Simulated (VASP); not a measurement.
Input of a VASP 6.6.1 run:

INCAR

```
PREC = Accurate
ENCUT = 520
EDIFF = 1E-7
ISMEAR = -1
SIGMA = 0.08
LREAL = F
LASPH = T
NELM = 150
ALGO = Normal
ISIF = 2
LWAVE = F
LCHARG = F
ISPIN = 2
MAGMOM = 1.7
LORBIT = 11
LMAXMIX = 4
GGA = PS
NBANDS = 14
```

The input KPOINTS:

```
Automatic mesh
0
Gamma
  18 18 18
```

POSCAR

```
Co
1.0
    2.1815753065      0.0000000000      0.0000000000
    0.0000000000      2.1815753065      0.0000000000
    0.0000000000      0.0000000000      2.1815753065
Co
1
Direct
    0.0000000000      0.0000000000      0.0000000000
```

Potentials or basis: VASP PAW PBE potentials, release 64 (Co).

Launch:

```sh
$ cat potpaw_PBE.64/Co/POTCAR > POTCAR
$ mpirun -np 1 vasp_std > vasp.out
```

Q: Estimate the site moments.

A: Co +1.42 μB.

Q: Estimate the net moment.

A: 1.43 μB per cell.

Q: Predict the pressure.

A: 32.1 GPa.

Caveat: the PAW data sets were made with another functional, which shifts forces and pressure a little.
